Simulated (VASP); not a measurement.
# Mo12Cl in VASP: single point with PBE

Aim: the single point of Mo12Cl with PBE.

Everything below comes from runs of VASP 6.6.1. Logs are shortened: lines on timing, memory, paths and dates and some standing lists are left out, and cuts for length are marked.

### 1 The cell of the first run

The cell holds a slab with vacuum, 13 atoms: a = 5.474 Å, b = 5.474 Å, c = 19.808 Å, α = 90.00°, β = 90.00°, γ = 109.47°.

### 2 Single point, PBE

Input file INCAR:

```
SYSTEM = Mo12Cl
PREC = Accurate
ENCUT = 520
EDIFF = 1E-6
ISMEAR = 0
SIGMA = 0.1
LREAL = .False.
LASPH = .True.
NELM = 60
ALGO = Normal
ISIF = 2
LWAVE = .False.
LCHARG = .False.
LDIPOL = .True.
IDIPOL = 3
DIPOL = 0.5 0.5 0.328
GGA = PE
NBANDS = 100
```

Input file KPOINTS:

```
regular mesh
0
Gamma
  5 5 1
  0 0 0
```

Input file POSCAR:

```
Mo12Cl
1.0
    5.4740909335      0.0000000000      0.0000000000
   -1.8246969778      5.1610224265      0.0000000000
    0.0000000000      0.0000000000     19.8082441086
Mo Cl
12 1
Direct
    0.2500000000      0.2500000000      0.2019361221
    0.2500000000      0.7500000000      0.2019361221
    0.7500000000      0.2500000000      0.2019361221
    0.7500000000      0.7500000000      0.2019361221
    0.0000000000      0.0000000000      0.3106875862
    0.0000000000      0.5000000000      0.3106875862
    0.5000000000      0.0000000000      0.3106875862
    0.5000000000      0.5000000000      0.3106875862
    0.2500000000      0.2500000000      0.4194336491
    0.2500000000      0.7500000000      0.4194336491
    0.7500000000      0.2500000000      0.4194336491
    0.7500000000      0.7500000000      0.4194336491
    0.3333333333      0.3333333333      0.5358263318
```

Potentials or basis: VASP PAW PBE potentials, release 64 (Mo_sv, Cl).

Command:

```
$ cat potpaw_PBE.64/Mo_sv/POTCAR potpaw_PBE.64/Cl/POTCAR > POTCAR
$ mpirun -np 1 vasp_std > vasp.out
```

OUTCAR:

```text
SYSTEM = Mo12Cl
   PREC = Accurate
   ENCUT = 520
   EDIFF = 1E-6
   ISMEAR = 0
   LREAL = .False.
   LASPH = .True.
   NELM = 60
   ISIF = 2
   GGA = PE

 ion  position               nearest neighbor table
   1  0.250  0.250  0.202-   5 2.67   8 2.67   2 2.74   2 2.74   3 2.74   3 2.74   7 3.10   6 3.10
                             4 3.16   4 3.16
   2  0.250  0.750  0.202-   6 2.67   7 2.67   1 2.74   1 2.74   4 2.74   4 2.74   5 3.10   8 3.10
                             3 3.16   3 3.16
   3  0.750  0.250  0.202-   6 2.67   7 2.67   4 2.74   4 2.74   1 2.74   1 2.74   5 3.10   8 3.10
                             2 3.16   2 3.16
   4  0.750  0.750  0.202-   5 2.67   8 2.67   3 2.74   3 2.74   2 2.74   2 2.74   7 3.10   6 3.10
                             1 3.16   1 3.16
   5  0.000  0.000  0.311-   9 2.67  12 2.67   1 2.67   4 2.67   6 2.74   6 2.74   7 2.74   7 2.74
                            11 3.10  10 3.10   3 3.10   2 3.10   8 3.16   8 3.16
   6  0.000  0.500  0.311-  10 2.67  11 2.67   2 2.67   3 2.67   5 2.74   5 2.74   8 2.74   8 2.74
                             9 3.10  12 3.10   1 3.10   4 3.10   7 3.16   7 3.16
   7  0.500  0.000  0.311-  10 2.67  11 2.67   2 2.67   3 2.67   8 2.74   8 2.74   5 2.74   5 2.74
                             9 3.10  12 3.10   1 3.10   4 3.10   6 3.16   6 3.16
   8  0.500  0.500  0.311-   9 2.67  12 2.67   1 2.67   4 2.67   7 2.74   7 2.74   6 2.74   6 2.74
                            11 3.10  10 3.10   3 3.10   2 3.10   5 3.16   5 3.16
   9  0.250  0.250  0.419-  13 2.36   8 2.67   5 2.67  10 2.74  10 2.74  11 2.74  11 2.74   6 3.10
                             7 3.10  12 3.16  12 3.16
  10  0.250  0.750  0.419-   6 2.67   7 2.67   9 2.74   9 2.74  12 2.74  12 2.74   5 3.10   8 3.10
                            11 3.16  11 3.16
  11  0.750  0.250  0.419-   6 2.67   7 2.67  12 2.74  12 2.74   9 2.74   9 2.74   5 3.10   8 3.10
                            10 3.16  10 3.16
  12  0.750  0.750  0.419-   5 2.67   8 2.67  11 2.74  11 2.74  10 2.74  10 2.74   7 3.10   6 3.10
                             9 3.16   9 3.16
  13  0.333  0.333  0.536-   9 2.36

  LATTYP: Found a base centered orthorhombic cell.
 ALAT       =     6.3209357480
 B/A-ratio  =     1.4142135624
 C/A-ratio  =     3.1337518523

  Lattice vectors:

 A1 = (   5.4740909335,   0.0000000000,   0.0000000000)
 A2 = (  -1.8246969778,   5.1610224265,   0.0000000000)
 A3 = (   0.0000000000,   0.0000000000,  19.8082441086)

Analysis of symmetry for initial positions (statically):
=====================================================================
 Subroutine PRICEL returns:
 Original cell was already a primitive cell.

 Routine SETGRP: Setting up the symmetry group for a
 base centered orthorhombic supercell.

 Subroutine GETGRP returns: Found  2 space group operations
 (whereof  2 operations were pure point group operations)
 out of a pool of  8 trial point group operations.

The static configuration has the point symmetry C_1h.

Analysis of symmetry for dynamics (positions and initial velocities):
=====================================================================
 Subroutine PRICEL returns:
 Original cell was already a primitive cell.

 Routine SETGRP: Setting up the symmetry group for a
 base centered orthorhombic supercell.

 Subroutine GETGRP returns: Found  2 space group operations
 (whereof  2 operations were pure point group operations)
 out of a pool of  8 trial point group operations.

The dynamic configuration has the point symmetry C_1h.

 Subroutine INISYM returns: Found  2 space group operations
 (whereof  2 operations are pure point group operations),
 and found     1 'primitive' translations

----------------------------------------------------------------------------------------

                                     Primitive cell

  volume of cell :     559.6207

  direct lattice vectors                    reciprocal lattice vectors
     5.474090934  0.000000000  0.000000000     0.182678734  0.064586686  0.000000000
    -1.824696978  5.161022426  0.000000000     0.000000000  0.193760057  0.000000000
     0.000000000  0.000000000 19.808244109     0.000000000  0.000000000  0.050484031

  length of vectors
     5.474090934  5.474090933 19.808244109     0.193760057  0.193760057  0.050484031

  position of ions in fractional coordinates (direct lattice)
     0.250000000  0.250000000  0.201936122
     0.250000000  0.750000000  0.201936122
     0.750000000  0.250000000  0.201936122
     0.750000000  0.750000000  0.201936122
     0.000000000  0.000000000  0.310687586
     0.000000000  0.500000000  0.310687586
     0.500000000  0.000000000  0.310687586
     0.500000000  0.500000000  0.310687586
     0.250000000  0.250000000  0.419433649
     0.250000000  0.750000000  0.419433649
     0.750000000  0.250000000  0.419433649
     0.750000000  0.750000000  0.419433649
     0.333333333  0.333333333  0.535826332

  ion indices of the primitive-cell ions
   primitive index   ion index
                 1           1
                 2           2
                 3           3
                 4           4
                 5           5
                 6           6
                 7           7
                 8           8
                 9           9
                10          10
                11          11
                12          12
                13          13

----------------------------------------------------------------------------------------

 KPOINTS: regular mesh

Automatic generation of k-mesh.
 Grid dimensions read from file:
 generate k-points for:    5    5    1

 Generating k-lattice:

  Cartesian coordinates                     Fractional coordinates (reciprocal lattice)
     0.036535747  0.012917337  0.000000000     0.200000000 -0.000000000  0.000000000
     0.000000000  0.038752011  0.000000000     0.000000000  0.200000000  0.000000000
     0.000000000  0.000000000  0.050484031     0.000000000  0.000000000  1.000000000

  Length of vectors
     0.038752011  0.038752011  0.050484031

  Shift w.r.t. Gamma in fractional coordinates (k-lattice)
     0.000000000  0.000000000  0.000000000

 Subroutine IBZKPT returns following result:
 ===========================================

 Found      9 irreducible k-points:

 Following reciprocal coordinates:
            Coordinates               Weight
  0.000000  0.000000  0.000000      1.000000
  0.200000 -0.000000  0.000000      4.000000
  0.400000  0.000000  0.000000      4.000000
  0.200000  0.200000  0.000000      2.000000
  0.400000  0.200000  0.000000      4.000000
 -0.400000  0.200000  0.000000      4.000000
 -0.200000  0.200000  0.000000      2.000000
  0.400000  0.400000  0.000000      2.000000
 -0.400000  0.400000  0.000000      2.000000
   k-points           NKPTS =      9   k-points in BZ     NKDIM =      9   number of bands    NBANDS=    100
   number of dos      NEDOS =    301   number of ions     NIONS =     13
   total plane-waves  NPLWV = 264600
   dimension x,y,z NGX =    42 NGY =   42 NGZ =  150
   dimension x,y,z NGXF=    84 NGYF=   84 NGZF=  300
   ions per type =              12   1
   NGX,Y,Z   is equivalent  to a cutoff of  12.76, 12.76, 12.59 a.u.
   NGXF,Y,Z  is equivalent  to a cutoff of  25.51, 25.51, 25.18 a.u.
 SYSTEM =  Mo12Cl
   PREC   = accura    normal or accurate (medium, high low for compatibility)
   ISTART =      0    job   : 0-new  1-cont  2-samecut
   ICHARG =      2    charge: 1-file 2-atom 10-const
   ISPIN  =      1    spin polarized calculation?
   LNONCOLLINEAR =      F non collinear calculations
   LSORBIT =      F    spin-orbit coupling
   LASPH  =      T    aspherical Exc in radial PAW
   ENCUT  =  520.0 eV  38.22 Ry    6.18 a.u.  10.18 10.18 36.83*2*pi/ulx,y,z
   NELM   =     60;   NELMIN=  2; NELMDL= -5     # of ELM steps
   EDIFF  = 0.1E-05   stopping-criterion for ELM
   LREAL  =      F    real-space projection
   EDIFFG = 0.1E-04   stopping-criterion for IOM
   NSW    =      0    number of steps for IOM
   IBRION =     -1    ionic relax: 0-MD 1-quasi-New 2-CG
   NFREE  =      0    steps in history (QN), initial steepest desc. (CG)
   ISIF   =      2    stress and relaxation
   ISYM   =      2    0-nonsym 1-usesym 2-fastsym
   POTIM  = 0.5000    time-step for ionic-motion
   TEBEG  =    0.0;   TEEND  =   0.0 temperature during run
   PSTRESS=    0.0 pullay stress
   NELECT =     175.0000    total number of electrons
   NUPDOWN=      -1.0000    fix difference up-down
   EMIN   =  10.00;   EMAX   =-10.00  energy-range for DOS
   EFERMI =   0.00;   METHOD = LEGACY
   ISMEAR =     0;   SIGMA  =   0.10  broadening in eV -4-tet -1-fermi 0-gaus
   EFERMI_NEDOS =   21; number of points for ismear=-14 and -15
   IALGO  =     38    algorithm
   IMIX   =      4    mixing-type and parameters
     AMIX     =   0.40;   BMIX     =  1.00
     AMIX_MAG =   1.60;   BMIX_MAG =  1.00
  volume/ion in A,a.u.               =      43.05       290.50
  Fermi-wavevector in a.u.,A,eV,Ry     =   1.111193  2.099851 16.799800  1.234750
  Thomas-Fermi vector in A             =   2.247754
   LORBIT       =      0    0 simple, 1 ext, 2 COOP (PROOUT), +10 PAW based schemes
   GGA     = PE    functional components
   LHFCALC =     F    Hartree Fock is set to
   AEXX    =    0.0000 exact exchange contribution
   IVDW    =     0    specifies the selected vdW correction
   LEPSILON=     F    determine dielectric tensor
   LRPA    =     F    only Hartree local field effects (RPA)
 non-spin polarized calculation
 Gauss-broadening in eV      SIGMA  =   0.10
  energy-cutoff  :      520.00
  volume of cell :      559.62
 maximum number of plane-waves:     15102
 NGX is ok and might be reduce to    42
   NGX = 21   NGY = 21   NGZ = 73

 dipolmoment           0.000000      0.000000     -0.492637 electrons x Angstroem

 number of electron     174.9999985 magnetization

 dipolmoment           0.000000      0.000000      0.077320 electrons x Angstroem

 Free energy of the ion-electron system (eV)
  ---------------------------------------------------
  ext. energy  EPLUGINS =         0.00000000
  ---------------------------------------------------
  free energy    TOTEN  =      -124.90081398 eV

  energy without entropy =     -124.82933559  energy(sigma->0) =     -124.86507479

 E-fermi :   1.3825     XC(G=0):  -5.8422

 val. band max:        1.3666870596   @ k =   0.4000   0.0000   0.0000
 cond. band min:       1.3943573374   @ k =  -0.4000   0.2000   0.0000
 fundamental gap:      0.0276702778
 Fermi energy:         1.3824647547

 k-point     1 :       0.0000    0.0000    0.0000
  band No.  band energies     occupation
      1     -59.8768      2.00000
      2     -59.7032      2.00000
      3     -59.6869      2.00000
      4     -59.6472      2.00000
      5     -59.6274      2.00000
      6     -59.5520      2.00000
[... 91 lines left out ...]
     98       3.0649      0.00000
     99       3.0656      0.00000

 k-point     2 :       0.2000   -0.0000    0.0000
  band No.  band energies     occupation
      1     -59.8606      2.00000
      2     -59.7163      2.00000
      3     -59.6881      2.00000
      4     -59.6465      2.00000
      5     -59.6242      2.00000
      6     -59.5444      2.00000
[... 703 lines left out ...]
     98       2.3661      0.00000
     99       2.4599      0.00000

 k-point     9 :      -0.4000    0.4000    0.0000
  band No.  band energies     occupation
      1     -59.7944      2.00000
      2     -59.7199      2.00000
      3     -59.7050      2.00000
      4     -59.6886      2.00000
      5     -59.5946      2.00000
      6     -59.5052      2.00000
[... 91 lines left out ...]
     98       2.2519      0.00000
     99       2.3176      0.00000
 [bands above 99 left out]

------------------------ aborting loop because EDIFF is reached ----------------------------------------

 vacuum level on the upper side and lower side of the slab       (xc-potential included)         0.181        -0.244

  FORCE on cell =-STRESS in cart. coord.  units (eV):
  Direction    XX          YY          ZZ          XY          YZ          ZX
  --------------------------------------------------------------------------------------
  -------------------------------------------------------------------------------------
  Total       -9.9209118     -9.1407096      0.9311929      1.1033725      0.5265757      0.3723452
  in kB      -28.4032763    -26.1695806      2.6659776      3.1589228      1.5075708      1.0660134
  external PRESSURE =     -17.3022931 kB  Pullay stress =       0.0000000 kB

 VOLUME and BASIS-vectors are now :
 -----------------------------------------------------------------------------
  energy-cutoff  :      520.00
  volume of cell :      559.62
      direct lattice vectors                 reciprocal lattice vectors
     5.474090934  0.000000000  0.000000000     0.182678734  0.064586686  0.000000000
    -1.824696978  5.161022426  0.000000000     0.000000000  0.193760057  0.000000000
     0.000000000  0.000000000 19.808244109     0.000000000  0.000000000  0.050484031

 POSITION                                       TOTAL-FORCE (eV/Angst)
 -----------------------------------------------------------------------------------
      0.91235      1.29026      4.00000        -0.008240     -0.011653     -0.025204
      0.00000      3.87077      4.00000        -0.052882      0.010080     -0.087378
      3.64939      1.29026      4.00000         0.027131     -0.046498     -0.087378
      2.73705      3.87077      4.00000         0.058668      0.082969      0.115504
      0.00000      0.00000      6.15418        -0.172861     -0.244462     -0.287313
     -0.91235      2.58051      6.15418         0.105202     -0.035870      0.070844
      2.73705      0.00000      6.15418        -0.068886      0.087229      0.070844
      1.82470      2.58051      6.15418         0.061404      0.086839     -0.158860
      0.91235      1.29026      8.30824        -0.059209     -0.083734      0.787420
      0.00000      3.87077      8.30824        -0.047705      0.043463     -0.010261
      3.64939      1.29026      8.30824         0.056879     -0.030488     -0.010261
      2.73705      3.87077      8.30824        -0.036966     -0.052279     -0.376616
      1.21646      1.72034     10.61378         0.137465      0.194405     -0.001341
 -----------------------------------------------------------------------------------
    total drift:                                0.000010      0.000013      0.001135

  FREE ENERGIE OF THE ION-ELECTRON SYSTEM (eV)
  ---------------------------------------------------
  free  energy   TOTEN  =      -124.9008139789 eV

  energy  without entropy=     -124.8293355932  energy(sigma->0) =     -124.86507479

 vacuum level on the upper side and lower side of the slab         6.527         6.062
```

Wall time 40 min (1 thread of Intel Xeon 8259CL, shared host); peak memory 0.76 GiB.

What came out:

| Item | Value |
| --- | --- |
| Free energy | -124.9008 eV |
| Largest force | 0.794 eV/Å |
| Band gap on the k mesh | zero (an odd number of electrons rules out a gap without spin polarisation) |

Forces on the atoms (eV/Å):
```
Mo  -0.008 -0.012 -0.025
Mo  -0.053  0.010 -0.087
Mo   0.027 -0.046 -0.087
Mo   0.059  0.083  0.116
Mo  -0.173 -0.244 -0.287
Mo   0.105 -0.036  0.071
Mo  -0.069  0.087  0.071
Mo   0.061  0.087 -0.159
Mo  -0.059 -0.084  0.787
Mo  -0.048  0.043 -0.010
Mo   0.057 -0.030 -0.010
Mo  -0.037 -0.052 -0.377
Cl   0.137  0.194 -0.001
```

Caveat: an odd number of electrons without spin polarisation forces a metal; a magnetic or distorted state may lie lower.

The gap in the log of VASP goes by the Fermi energy; the results here count the filled bands.